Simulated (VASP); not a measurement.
**Ru: single point with PBE+D4**

The system is Ru.

```
Ru
1.0
     2.74141    0.00000    0.00000
    -1.37070    2.37413    0.00000
     0.00000    0.00000    4.33825
Ru
2
Direct
  0.66667 0.33333 0.75000
  0.33333 0.66667 0.25000
```

```
Program                : VASP 6.6.1
Task                   : single point
Functional             : PBE
Dispersion             : D4
Potentials or basis    : VASP PAW PBE potentials, release 64 (Ru_pv)
Cutoff                 : 520 eV
k mesh                 : 11 × 11 × 6
Occupations            : fermi-dirac, width 0.05 eV
Spin                   : no spin polarisation
Dipole correction      : no
Further INCAR settings : ALGO = Fast; EDIFF = 1e-06; NBANDS = 21
```

| Quantity | Value |
| --- | --- |
| Pressure | -12.9 GPa |
| Band gap on the k mesh | zero (band 14 reaches 13.54 eV, above the bottom of band 15 at 10.66 eV) |
| Dispersion energy per atom | -0.506 eV |

Stress tensor (GPa, compression positive):
```
-12.61   0.00   0.00
  0.00 -12.61   0.00
  0.00   0.00 -13.44
```

Levels at points of the mesh, in eV from the Fermi level:
```
           k point  band 12  band 13  band 14  band 15  band 16  band 17
(0.00, 0.00, 0.00)    -1.74    -1.74    -1.25    -1.25     1.18     1.18
(0.00, 0.00, 0.50)    -2.54    -2.52    -2.52     0.57     0.57     0.57
```

Wall time 37 s on 1 thread of Intel(R) Xeon(R) Platinum 8259CL CPU @ 2.50GHz (Skylake/Cascade Lake) (shared host), peak memory 0.15 GiB.

Caveat: pairwise dispersion overbinds metals, which lowers pressure and volume.
